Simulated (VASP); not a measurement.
# TiBH (P6/mmm) in VASP: notebook

TiBH is run at these levels: PBE; tasks: single point, relaxation of cell and atoms.

Everything below comes from runs of VASP 6.6.1. Logs are shortened: lines on timing, memory, paths and dates and some standing lists are left out, and cuts for length are marked.

**1. The cell of the first run**

It takes space group P6/mmm (No. 191, hexagonal). Conventional cell: a = 3.048 Å, b = 3.048 Å, c = 5.829 Å, α = 90.00°, β = 90.00°, γ = 120.00°. Ti (site symmetry 6mm) has 6 H at 2.23 Å and 6 B at 2.34 Å and 1 Ti at 2.73 Å within 2.9 Å. B (site symmetry -6m2) has 3 B at 1.76 Å and 6 Ti at 2.34 Å within 2.4 Å. H (site symmetry -6m2) has 3 H at 1.76 Å and 6 Ti at 2.23 Å within 2.3 Å.

The cell was generated, and may not be a known phase.

**2. Single point, PBE**

Input file INCAR:

```
PREC     = Accurate       # precision mode
ENCUT    = 520            # plane-wave cutoff, eV
EDIFF    = 1E-6           # SCF threshold, eV
ISMEAR   = 0              # smearing method
SIGMA    = 0.1            # smearing width, eV
LREAL    = F              # projectors in reciprocal space
LASPH    = T              # aspherical terms in the spheres
NELM     = 100            # most SCF steps
ALGO     = Normal         # electronic algorithm
ISIF     = 2              # what is computed and relaxed
LWAVE    = F              # write WAVECAR
LCHARG   = F              # write CHGCAR
GGA      = PE             # functional
NBANDS   = 25             # bands
```

Input file KPOINTS:

```
Automatic mesh
0
Gamma
  6 6 4
```

Input file POSCAR:

```
TiBH
1.0
    3.0476446420      0.0000000000      0.0000000000
   -1.5238223210      2.6393376817      0.0000000000
    0.0000000000      0.0000000000      5.8289421777
Ti B H
2 2 2
Direct
    0.0000000000      0.0000000000      0.7343118562
    0.0000000000      0.0000000000      0.2656881438
    0.3333333333      0.6666666667      0.0000000000
    0.6666666667      0.3333333333      0.0000000000
    0.3333333333      0.6666666667      0.5000000000
    0.6666666667      0.3333333333      0.5000000000
```

Potentials or basis: VASP PAW PBE potentials, release 64 (Ti_sv, B, H).

Command:

```sh
$ cat potpaw_PBE.64/Ti_sv/POTCAR potpaw_PBE.64/B/POTCAR potpaw_PBE.64/H/POTCAR > POTCAR
$ mpirun -np 1 vasp_std > vasp.out
```

OUTCAR:

```text
PREC = Accurate
   ENCUT = 520
   EDIFF = 1E-6
   ISMEAR = 0
   LREAL = F
   LASPH = T
   NELM = 100
   ISIF = 2
   GGA = PE

 ion  position               nearest neighbor table
   1  0.000  0.000  0.734-   3 2.34   4 2.34   4 2.34   3 2.34   4 2.34   3 2.34   2 2.73
   2  0.000  0.000  0.266-   3 2.34   4 2.34   4 2.34   3 2.34   4 2.34   3 2.34   1 2.73
   3  0.333  0.667  0.000-   4 1.76   4 1.76   4 1.76   1 2.34   2 2.34   2 2.34   1 2.34   2 2.34
                             1 2.34
   4  0.667  0.333  0.000-   3 1.76   3 1.76   3 1.76   1 2.34   2 2.34   1 2.34   2 2.34   1 2.34
                             2 2.34
   5  0.333  0.667  0.500-
   6  0.667  0.333  0.500-

  LATTYP: Found a hexagonal cell.
 ALAT       =     3.0476446420
 C/A-ratio  =     1.9126055897

  Lattice vectors:

 A1 = (   3.0476446420,   0.0000000000,   0.0000000000)
 A2 = (  -1.5238223210,   2.6393376817,   0.0000000000)
 A3 = (   0.0000000000,   0.0000000000,   5.8289421777)

Analysis of symmetry for initial positions (statically):
=====================================================================
 Subroutine PRICEL returns:
 Original cell was already a primitive cell.

 Routine SETGRP: Setting up the symmetry group for a
 hexagonal supercell.

 Subroutine GETGRP returns: Found 24 space group operations
 (whereof 24 operations were pure point group operations)
 out of a pool of 24 trial point group operations.

The static configuration has the point symmetry D_6h.

Analysis of symmetry for dynamics (positions and initial velocities):
=====================================================================
 Subroutine PRICEL returns:
 Original cell was already a primitive cell.

 Routine SETGRP: Setting up the symmetry group for a
 hexagonal supercell.

 Subroutine GETGRP returns: Found 24 space group operations
 (whereof 24 operations were pure point group operations)
 out of a pool of 24 trial point group operations.

The dynamic configuration has the point symmetry D_6h.

 Subroutine INISYM returns: Found 24 space group operations
 (whereof 24 operations are pure point group operations),
 and found     1 'primitive' translations

----------------------------------------------------------------------------------------

                                     Primitive cell

  volume of cell :      46.8866

  direct lattice vectors                    reciprocal lattice vectors
     3.047644642  0.000000000  0.000000000     0.328122244  0.189441466  0.000000000
    -1.523822321  2.639337682  0.000000000     0.000000000  0.378882932  0.000000000
     0.000000000  0.000000000  5.828942178     0.000000000  0.000000000  0.171557715

  length of vectors
     3.047644642  3.047644642  5.828942178     0.378882932  0.378882932  0.171557715

  position of ions in fractional coordinates (direct lattice)
     0.000000000  0.000000000  0.734311856
     0.000000000  0.000000000  0.265688144
     0.333333333  0.666666667  0.000000000
     0.666666667  0.333333333  0.000000000
     0.333333333  0.666666667  0.500000000
     0.666666667  0.333333333  0.500000000

  ion indices of the primitive-cell ions
   primitive index   ion index
                 1           1
                 2           2
                 3           3
                 4           4
                 5           5
                 6           6

----------------------------------------------------------------------------------------

 KPOINTS: Automatic mesh

Automatic generation of k-mesh.
 Grid dimensions read from file:
 generate k-points for:    6    6    4

 Generating k-lattice:

  Cartesian coordinates                     Fractional coordinates (reciprocal lattice)
     0.054687041  0.031573578  0.000000000     0.166666667  0.000000000  0.000000000
     0.000000000  0.063147155  0.000000000     0.000000000  0.166666667  0.000000000
     0.000000000  0.000000000  0.042889429     0.000000000  0.000000000  0.250000000

  Length of vectors
     0.063147155  0.063147155  0.042889429

  Shift w.r.t. Gamma in fractional coordinates (k-lattice)
     0.000000000  0.000000000  0.000000000

 Subroutine IBZKPT returns following result:
 ===========================================

 Found     21 irreducible k-points:

 Following reciprocal coordinates:
            Coordinates               Weight
  0.000000  0.000000  0.000000      1.000000
  0.166667 -0.000000  0.000000      6.000000
  0.333333 -0.000000  0.000000      6.000000
  0.500000  0.000000  0.000000      3.000000
  0.166667  0.166667  0.000000      6.000000
  0.333333  0.166667  0.000000     12.000000
[... 13 lines left out ...]
  0.333333  0.166667  0.500000     12.000000
  0.333333  0.333333  0.500000      2.000000
   k-points           NKPTS =     21   k-points in BZ     NKDIM =     21   number of bands    NBANDS=     25
   number of dos      NEDOS =    301   number of ions     NIONS =      6
   total plane-waves  NPLWV =  27648
   dimension x,y,z NGX =    24 NGY =   24 NGZ =   48
   dimension x,y,z NGXF=    48 NGYF=   48 NGZF=   96
   ions per type =               2   2   2
   NGX,Y,Z   is equivalent  to a cutoff of  13.09, 13.09, 13.69 a.u.
   NGXF,Y,Z  is equivalent  to a cutoff of  26.18, 26.18, 27.38 a.u.
 SYSTEM =  unknown system
   PREC   = accura    normal or accurate (medium, high low for compatibility)
   ISTART =      0    job   : 0-new  1-cont  2-samecut
   ICHARG =      2    charge: 1-file 2-atom 10-const
   ISPIN  =      1    spin polarized calculation?
   LNONCOLLINEAR =      F non collinear calculations
   LSORBIT =      F    spin-orbit coupling
   LASPH  =      T    aspherical Exc in radial PAW
   ENCUT  =  520.0 eV  38.22 Ry    6.18 a.u.   5.67  5.67 10.84*2*pi/ulx,y,z
   NELM   =    100;   NELMIN=  2; NELMDL= -5     # of ELM steps
   EDIFF  = 0.1E-05   stopping-criterion for ELM
   LREAL  =      F    real-space projection
   EDIFFG = 0.1E-04   stopping-criterion for IOM
   NSW    =      0    number of steps for IOM
   IBRION =     -1    ionic relax: 0-MD 1-quasi-New 2-CG
   NFREE  =      0    steps in history (QN), initial steepest desc. (CG)
   ISIF   =      2    stress and relaxation
   ISYM   =      2    0-nonsym 1-usesym 2-fastsym
   POTIM  = 0.5000    time-step for ionic-motion
   TEBEG  =    0.0;   TEEND  =   0.0 temperature during run
   PSTRESS=    0.0 pullay stress
   NELECT =      32.0000    total number of electrons
   NUPDOWN=      -1.0000    fix difference up-down
   EMIN   =  10.00;   EMAX   =-10.00  energy-range for DOS
   EFERMI =   0.00;   METHOD = LEGACY
   ISMEAR =     0;   SIGMA  =   0.10  broadening in eV -4-tet -1-fermi 0-gaus
   EFERMI_NEDOS =   21; number of points for ismear=-14 and -15
   IALGO  =     38    algorithm
   IMIX   =      4    mixing-type and parameters
     AMIX     =   0.40;   BMIX     =  1.00
     AMIX_MAG =   1.60;   BMIX_MAG =  1.00
  volume/ion in A,a.u.               =       7.81        52.73
  Fermi-wavevector in a.u.,A,eV,Ry     =   1.441369  2.723792 28.266706  2.077544
  Thomas-Fermi vector in A             =   2.560009
   LORBIT       =      0    0 simple, 1 ext, 2 COOP (PROOUT), +10 PAW based schemes
   GGA     = PE    functional components
   LHFCALC =     F    Hartree Fock is set to
   AEXX    =    0.0000 exact exchange contribution
   IVDW    =     0    specifies the selected vdW correction
   LEPSILON=     F    determine dielectric tensor
   LRPA    =     F    only Hartree local field effects (RPA)
 non-spin polarized calculation
 Gauss-broadening in eV      SIGMA  =   0.10
  energy-cutoff  :      520.00
  volume of cell :       46.89
 maximum number of plane-waves:      1276
 NGX is ok and might be reduce to    24
   NGX = 11   NGY = 11   NGZ = 21

 number of electron      31.9999992 magnetization

 Free energy of the ion-electron system (eV)
  ---------------------------------------------------
  ext. energy  EPLUGINS =         0.00000000
  ---------------------------------------------------
  free energy    TOTEN  =       -38.66387795 eV

  energy without entropy =      -38.64460504  energy(sigma->0) =      -38.65424149

 E-fermi :   9.4140     XC(G=0): -12.2881

 val. band max:        9.3999372382   @ k =   0.1667   0.1667   0.5000
 cond. band min:       9.4602925105   @ k =   0.0000   0.0000   0.5000
 fundamental gap:      0.0603552724
 Fermi energy:         9.4140269694

 k-point     1 :       0.0000    0.0000    0.0000
  band No.  band energies     occupation
      1     -47.6773      2.00000
      2     -47.6213      2.00000
      3     -24.2030      2.00000
      4     -23.8002      2.00000
      5     -23.8002      2.00000
      6     -23.7558      2.00000
[... 17 lines left out ...]
     24      12.4744      0.00000
     25      16.2116      0.00000

 k-point     2 :       0.1667   -0.0000    0.0000
  band No.  band energies     occupation
      1     -47.6645      2.00000
      2     -47.6090      2.00000
      3     -24.1799      2.00000
      4     -23.8993      2.00000
      5     -23.8465      2.00000
      6     -23.8225      2.00000
[... 17 lines left out ...]
     24      13.1936      0.00000
     25      16.5721      0.00000

 k-point     3 :       0.3333   -0.0000    0.0000
  band No.  band energies     occupation
      1     -47.6386      2.00000
      2     -47.5844      2.00000
      3     -24.1335      2.00000
      4     -24.0926      2.00000
      5     -24.0230      2.00000
      6     -23.8666      2.00000
[... 17 lines left out ...]
     24      12.9238      0.00000
     25      15.7863      0.00000

 k-point     4 :       0.5000    0.0000    0.0000
  band No.  band energies     occupation
      1     -47.6256      2.00000
      2     -47.5721      2.00000
      3     -24.1877      2.00000
      4     -24.1098      2.00000
      5     -24.1097      2.00000
      6     -23.8885      2.00000
[... 17 lines left out ...]
     24      14.2418      0.00000
     25      14.6996      0.00000

 k-point     5 :       0.1667    0.1667    0.0000
  band No.  band energies     occupation
      1     -47.6451      2.00000
      2     -47.5906      2.00000
      3     -24.1450      2.00000
      4     -24.0262      2.00000
      5     -23.9623      2.00000
      6     -23.8748      2.00000
[... 17 lines left out ...]
     24      12.8394      0.00000
     25      16.6307      0.00000

 k-point     6 :       0.3333    0.1667    0.0000
  band No.  band energies     occupation
      1     -47.6256      2.00000
      2     -47.5721      2.00000
      3     -24.1381      2.00000
      4     -24.1097      2.00000
      5     -24.0643      2.00000
      6     -23.9401      2.00000
[... 17 lines left out ...]
     24      13.6134      0.00000
     25      15.4635      0.00000
[... 309 lines left out ...]
 k-point    18 :       0.5000    0.0000    0.5000
  band No.  band energies     occupation
      1     -47.6144      2.00000
      2     -47.5834      2.00000
      3     -24.1645      2.00000
      4     -24.1332      2.00000
      5     -23.9857      2.00000
      6     -23.8722      2.00000
[... 17 lines left out ...]
     24      14.4861      0.00000
     25      15.4567      0.00000

 k-point    19 :       0.1667    0.1667    0.5000
  band No.  band energies     occupation
      1     -47.6337      2.00000
      2     -47.6021      2.00000
      3     -24.0169      2.00000
      4     -24.0059      2.00000
      5     -23.9831      2.00000
      6     -23.8594      2.00000
[... 17 lines left out ...]
     24      12.9677      0.00000
     25      15.9301      0.00000

 k-point    20 :       0.3333    0.1667    0.5000
  band No.  band energies     occupation
      1     -47.6144      2.00000
      2     -47.5834      2.00000
      3     -24.1159      2.00000
      4     -24.0868      2.00000
      5     -23.9858      2.00000
      6     -23.9225      2.00000
[... 17 lines left out ...]
     24      14.4843      0.00000
     25      14.9103      0.00000

 k-point    21 :       0.3333    0.3333    0.5000
  band No.  band energies     occupation
      1     -47.6080      2.00000
      2     -47.5772      2.00000
      3     -24.0482      2.00000
      4     -24.0482      2.00000
      5     -24.0225      2.00000
      6     -24.0225      2.00000
[... 17 lines left out ...]
     24      13.5761      0.00000
     25      15.0954      0.00000

------------------------ aborting loop because EDIFF is reached ----------------------------------------

  FORCE on cell =-STRESS in cart. coord.  units (eV):
  Direction    XX          YY          ZZ          XY          YZ          ZX
  --------------------------------------------------------------------------------------
  -------------------------------------------------------------------------------------
  Total        0.0322233      0.0322233      0.0522913      0.0000000      0.0000000      0.0000000
  in kB        1.1011125      1.1011125      1.7868626      0.0000000      0.0000000      0.0000000
  external PRESSURE =       1.3296959 kB  Pullay stress =       0.0000000 kB

 VOLUME and BASIS-vectors are now :
 -----------------------------------------------------------------------------
  energy-cutoff  :      520.00
  volume of cell :       46.89
      direct lattice vectors                 reciprocal lattice vectors
     3.047644642  0.000000000  0.000000000     0.328122244  0.189441466  0.000000000
    -1.523822321  2.639337682  0.000000000     0.000000000  0.378882932  0.000000000
     0.000000000  0.000000000  5.828942178     0.000000000  0.000000000  0.171557715

 POSITION                                       TOTAL-FORCE (eV/Angst)
 -----------------------------------------------------------------------------------
      0.00000      0.00000      4.28026        -0.000000      0.000000     -0.006245
      0.00000      0.00000      1.54868         0.000000     -0.000000      0.006245
     -0.00000      1.75956      0.00000         0.000000     -0.000000      0.000000
      1.52382      0.87978      0.00000         0.000000     -0.000000     -0.000000
     -0.00000      1.75956      2.91447         0.000000     -0.000000      0.000000
      1.52382      0.87978      2.91447         0.000000     -0.000000      0.000000
 -----------------------------------------------------------------------------------
    total drift:                                0.000000      0.000000      0.000000

  FREE ENERGIE OF THE ION-ELECTRON SYSTEM (eV)
  ---------------------------------------------------
  free  energy   TOTEN  =       -38.6638779463 eV

  energy  without entropy=      -38.6446050366  energy(sigma->0) =      -38.65424149
```

Wall time 13 s (1 thread of Intel Xeon 6975P-C (Granite Rapids), shared host); peak memory 0.17 GiB.

What came out:

```
Free energy            : -38.6639 eV
Pressure               : 0.1 GPa
Largest force          : 0.006 eV/Å
Band gap on the k mesh : zero (bands 16 and 17 overlap by 0.22 eV)
```

Forces in eV/Å, atoms in the order of the input:
```
Ti   0.000  0.000 -0.006
Ti   0.000  0.000  0.006
B    0.000  0.000  0.000
B    0.000  0.000  0.000
H    0.000  0.000  0.000
H    0.000  0.000  0.000
```

Levels at points of the mesh, in eV from the Fermi level:
| k point | band 14 | band 15 | band 16 | band 17 | band 18 | band 19 |
| --- | --- | --- | --- | --- | --- | --- |
| (0.00, 0.00, 0.00) | -1.87 | -0.05 | -0.05 | 0.41 | 0.41 | 1.57 |
| (0.50, 0.00, 0.00) | -3.21 | -3.15 | -1.56 | 1.73 | 1.84 | 1.92 |
| (0.00, 0.00, 0.50) | -2.32 | 0.05 | 0.05 | 0.54 | 0.55 | 0.55 |
| (0.50, 0.00, 0.50) | -3.26 | -1.80 | -1.01 | 0.50 | 1.59 | 1.70 |

Caveat: the k points lie up to 0.40 Å⁻¹ apart.

**3. Single point, PBE**

This run uses another cell than the first one, of 8.25 Å³/atom.

Input file INCAR:

```
SYSTEM = TiBH
PREC = Accurate ; ENCUT = 520
EDIFF = 1E-6 ; ISMEAR = 0
SIGMA = 0.1 ; LREAL = .False.
LASPH = .True. ; NELM = 60
ALGO = Normal ; ISIF = 2
LWAVE = .False. ; LCHARG = .True.
GGA = PE ; LELF = .True.
LVHAR = .True. ; NBANDS = 25
```

Input file KPOINTS:

```
Automatic mesh
0
Gamma
  6 6 4
  0 0 0
```

Input file POSCAR:

```
TiBH
1.0
    3.4026812800      0.0000000000      0.0000000000
   -1.7013406400      2.9468084300      0.0000000000
    0.0000000000      0.0000000000      4.9359889800
Ti B H
2 2 2
Direct
    0.0000000000      0.0000000000      0.7422958700
    0.0000000000      0.0000000000      0.2577041300
    0.3333333300      0.6666666700      0.0000000000
    0.6666666700      0.3333333300      0.0000000000
    0.3333333300      0.6666666700      0.5000000000
    0.6666666700      0.3333333300      0.5000000000
```

Potentials or basis: VASP PAW PBE potentials, release 64 (Ti_sv, B, H).

Command:

```sh
$ cat potpaw_PBE.64/Ti_sv/POTCAR potpaw_PBE.64/B/POTCAR potpaw_PBE.64/H/POTCAR > POTCAR
$ mpirun -np 1 vasp_std > vasp.out
```

It took 16 s on 1 thread of Intel Xeon 6975P-C (Granite Rapids), shared host; peak memory 0.18 GiB.

The run converged. Its results:

```
Free energy            : -36.4356 eV
Pressure               : -5.3 GPa
Largest force          : 0.182 eV/Å
Band gap on the k mesh : zero (bands 16 and 17 overlap by 0.64 eV)
```

Forces on the atoms (eV/Å):
```
Ti   0.000  0.000 -0.182
Ti   0.000  0.000  0.182
B    0.000  0.000  0.000
B    0.000  0.000  0.000
H    0.000  0.000  0.000
H    0.000  0.000  0.000
```

Stress tensor (GPa, compression positive):
```
-30.24   0.00   0.00
  0.00 -30.24   0.00
  0.00   0.00  44.49
```

Levels at points of the mesh, in eV from the Fermi level:
| k point | band 14 | band 15 | band 16 | band 17 | band 18 | band 19 |
| --- | --- | --- | --- | --- | --- | --- |
| (0.00, 0.00, 0.00) | -1.68 | -1.37 | -1.37 | 0.67 | 0.91 | 0.91 |
| (0.50, 0.00, 0.00) | -2.37 | -1.87 | -1.72 | 1.10 | 1.47 | 1.86 |
| (0.00, 0.00, 0.50) | -0.35 | -0.35 | -0.32 | 0.07 | 0.07 | 0.82 |
| (0.50, 0.00, 0.50) | -1.38 | -0.84 | 0.14 | 0.41 | 1.77 | 2.06 |

Caveat: the stress differs along the axes, from -30 to 44 GPa.

[end of part 1 of 2]

The gap in the log of VASP goes by the Fermi energy; the results here count the filled bands.